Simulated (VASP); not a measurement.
Crystal: Sb.

```
Sb
1.0
    -1.96000    1.96000    1.96000
     1.96000   -1.96000    1.96000
     1.96000    1.96000   -1.96000
Sb
1
Direct
  0.00000 0.00000 0.00000
```

This isn't the form of Sb at room conditions, which is rhombohedral.

| Item | Value |
| --- | --- |
| Program | VASP 6.6.1 |
| Task | relaxation of cell and atoms |
| Functional | PBEsol |
| Potentials or basis | VASP PAW PBE potentials, release 64 (Sb) |
| Cutoff | 500 eV |
| k mesh | 16 × 16 × 16 |
| Occupations | fermi-dirac, width 0.1 eV |
| Spin | no spin polarisation |

At the start: pressure -7.3 GPa; volume 30.12 Å³/atom.

Question: How do energy, volume and symmetry change on relaxing?

Answer: Over 3 steps the energy falls by 108.3 meV/atom and the volume is 25.97 Å³/atom (-13.8 %); space group Im-3m (No. 229, to 0.1 Å) before and after.

Step by step:
| step | energy change (eV) | largest force (eV/Å) | pressure (GPa) | volume (Å³) |
| --- | --- | --- | --- | --- |
| 1 | 0.0000 | 0.0000 | -7.31 | 30.12 |
| 2 | -0.0891 | 0.0000 | 4.49 | 24.52 |
| 3 | -0.1083 | 0.0000 | -0.02 | 25.97 |

Final structure:
```cif
data_structure
_symmetry_space_group_name_H-M 'P 1'
_symmetry_Int_Tables_number 1
_cell_length_a 3.2312
_cell_length_b 3.2312
_cell_length_c 3.2312
_cell_angle_alpha 109.471
_cell_angle_beta 109.471
_cell_angle_gamma 109.471
_cell_volume 25.97
loop_
_atom_site_label
_atom_site_type_symbol
_atom_site_fract_x
_atom_site_fract_y
_atom_site_fract_z
_atom_site_occupancy
Sb1 Sb 0.00000 0.00000 0.00000 1
```

Caveat: the PAW data sets were made with another functional, which shifts forces and pressure a little.
